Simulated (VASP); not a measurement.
Crystal: Na2S.

```
Na S
1.0
     0.00000    3.27350    3.27350
     3.27350    0.00000    3.27350
     3.27350    3.27350    0.00000
Na S
2 1
Direct
  0.25000 0.25000 0.25000
  0.75000 0.75000 0.75000
  0.00000 0.00000 0.00000
```

* Program: VASP 6.6.1
* Task: relaxation of cell and atoms
* Functional: LDA
* Potentials or basis: VASP PAW LDA potentials, release 64 (Na_pv, S)
* Cutoff: 500 eV
* k mesh: 8 × 8 × 8
* Occupations: fermi-dirac, width 0.02 eV
* Spin: no spin polarisation

At the start: pressure -2.2 GPa; volume 23.39 Å³/atom.

How do energy, volume and symmetry change on relaxing?

Over 3 steps the energy falls by 12.1 meV/atom and the volume is 21.74 Å³/atom (-7.0 %); space group Fm-3m (No. 225, to 0.1 Å) before and after.

The path:
| step | energy change (eV) | largest force (eV/Å) | pressure (GPa) | volume (Å³) |
| --- | --- | --- | --- | --- |
| 1 | 0.0000 | 0.0000 | -2.17 | 70.16 |
| 2 | -0.0309 | 0.0000 | -0.91 | 66.99 |
| 3 | -0.0364 | 0.0000 | -0.06 | 65.22 |

Final structure:
```xyz
3
Lattice="0.0000 3.1948 3.1948 3.1948 0.0000 3.1948 3.1948 3.1948 0.0000" Properties=species:S:1:pos:R:3 pbc="T T T"
Na    1.5974    1.5974    1.5974
Na    4.7922    4.7922    4.7922
S     0.0000    0.0000    0.0000
```
